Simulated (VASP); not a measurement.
A run of VASP 6.6.1 is set up as follows.

INCAR

```
SYSTEM = IrCl4
ALGO = Normal
EDIFF = 1E-6
ENCUT = 520
ISIF = 2
ISMEAR = -1
LASPH = .True.
LCHARG = .False.
LREAL = .False.
LWAVE = .False.
NBANDS = 48
NELM = 100
PREC = Accurate
SIGMA = 0.1
```

KPOINTS

```
k-points
0
Gamma
  6 6 6
  0 0 0
```

The input POSCAR:

```
IrCl4
1.0
   -3.6397686423      3.6397686423      3.9518039784
    3.6397686423     -3.6397686423      3.9518039784
    3.6397686423      3.6397686423     -3.9518039784
Cl Ir
8 2
Direct
    0.3749036010      0.8203204225      0.5545831786
    0.8203204225      0.7657372439      0.4454168214
    0.7657372439      0.8203204225      0.9454168214
    0.8203204225      0.3749036010      0.0545831786
    0.6250963990      0.1796795775      0.4454168214
    0.1796795775      0.6250963990      0.9454168214
    0.2342627561      0.1796795775      0.0545831786
    0.1796795775      0.2342627561      0.5545831786
    0.1250000000      0.8750000000      0.2500000000
    0.8750000000      0.1250000000      0.7500000000
```

Potentials or basis: VASP PAW LDA potentials, release 64 (Cl, Ir).

The run is started by

```console
$ cat potpaw_LDA.64/Cl/POTCAR potpaw_LDA.64/Ir/POTCAR > POTCAR
$ mpirun -np 1 vasp_std > vasp.out
```

**Question.** Predict the largest force.

**Answer.** 0.078 eV/Å.

**Question.** What does it give for the pressure?

**Answer.** 0.3 GPa.

Forces on the atoms (eV/Å):
```
Cl   0.000  0.075 -0.021
Cl  -0.075  0.000 -0.021
Cl   0.000 -0.075 -0.021
Cl   0.075  0.000 -0.021
Cl   0.000 -0.075  0.021
Cl  -0.075  0.000  0.021
Cl   0.000  0.075  0.021
Cl   0.075  0.000  0.021
Ir   0.000  0.000  0.000
Ir   0.000  0.000  0.000
```
